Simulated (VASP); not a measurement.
Write the native input for VASP 6.6.1 that does the following.

- Task: single point
- Functional: PBEsol
- Potentials or basis: VASP PAW PBE potentials, release 64 (Ga_d, As)
- Cutoff: 520 eV
- k mesh: 6 × 6 × 6
- Occupations: fermi-dirac, width 0.03 eV
- Spin: no spin polarisation
- Dipole correction: no
- Further INCAR settings: ALGO = Normal; EDIFF = 1e-06; NBANDS = 16

The structure of GaAs lies in POSCAR:

```
GaAs
1.0
    0.0000000000      2.8289819029      2.8289819029
    2.8289819029      0.0000000000      2.8289819029
    2.8289819029      2.8289819029      0.0000000000
Ga As
1 1
Direct
    0.0000000000      0.0000000000      0.0000000000
    0.2500000000      0.2500000000      0.2500000000
```

These files were run (other wordings do the same):

INCAR

```
SYSTEM = GaAs
PREC     = Accurate       ! precision mode
ENCUT    = 520            ! plane-wave cutoff, eV
EDIFF    = 1E-6           ! SCF threshold, eV
ISMEAR   = -1             ! smearing method
SIGMA    = 0.03           ! smearing width, eV
LREAL    = .False.        ! projectors in reciprocal space
LASPH    = .True.         ! aspherical terms in the spheres
NELM     = 100            ! most SCF steps
ALGO     = Normal         ! electronic algorithm
ISIF     = 2              ! what is computed and relaxed
LWAVE    = .False.        ! write WAVECAR
LCHARG   = .True.         ! write CHGCAR
GGA      = PS             ! functional
LELF     = .True.         ! ELF
LVHAR    = .True.       
NBANDS   = 16             ! bands
```

KPOINTS

```
Automatic mesh
0
Gamma
  6 6 6
  0 0 0
```

Potentials or basis: VASP PAW PBE potentials, release 64 (Ga_d, As).

Run with:

```bash
$ cat potpaw_PBE.64/Ga_d/POTCAR potpaw_PBE.64/As/POTCAR > POTCAR
$ mpirun -np 1 vasp_std > vasp.out
```

It gave:

- Pressure: 0.2 GPa
- Band gap on the k mesh: 0.44 eV, direct

Caveat: the PAW data sets were made with another functional, which shifts forces and pressure a little.

Run time: 12 s on 1 thread of AMD EPYC 7R43 64-Core Processor (Zen 3) (shared host), peak memory 0.13 GiB.
